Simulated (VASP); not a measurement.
**GaP: single point with LDA**

Crystal: GaP.

```
Ga P
1.0
     1.89727    1.09539    6.30049
    -1.89727    1.09539    6.30049
     0.00000   -2.19077    6.30049
Ga P
2 2
Cartesian
  0.0000 0.0000 8.2406
  0.0000 0.0000 10.6608
  0.0000 0.0000 1.0969
  0.0000 0.0000 17.8045
```

```yaml
Program: VASP 6.6.1
Task: single point
Functional: LDA
Potentials_or_basis: VASP PAW LDA potentials, release 64 (Ga_d, P)
Cutoff: 520 eV
k_mesh: 9 × 9 × 9
Occupations: gaussian, width 0.05 eV
Spin: no spin polarisation
Dipole_correction: no
Further_INCAR_settings: ALGO = Normal; EDIFF = 1e-06; NBANDS = 26
```

- Pressure: 0.1 GPa
- Largest force: 0.039 eV/Å
- Band gap on the k mesh: 0.75 eV (least direct gap 1.16 eV)

Forces in eV/Å, atoms in the order of the input:
```
Ga   0.000  0.000 -0.007
Ga   0.000  0.000  0.007
P    0.000  0.000 -0.039
P    0.000  0.000  0.039
```

Stress tensor (GPa, compression positive):
```
 0.15  0.00  0.00
 0.00  0.15  0.00
 0.00  0.00 -0.02
```

Levels at points of the mesh, in eV from the valence-band top:
| k point | band 14 | band 15 | band 16 | band 17 | band 18 | band 19 | band 20 | band 21 | band 22 | band 23 |
| --- | --- | --- | --- | --- | --- | --- | --- | --- | --- | --- |
| (0.00, 0.00, 0.00) | -1.84 | -1.84 | -0.24 | 0.00 | 0.00 | 1.16 | 1.86 | 2.72 | 3.62 | 3.62 |

Run time: 3.9 min on 1 thread of AMD EPYC 9R45 (Zen 5), with other jobs on the host, peak memory 0.32 GiB.

Caveat: semilocal functionals underestimate gaps, and a narrow one can read as zero. A k mesh can miss the band edges.
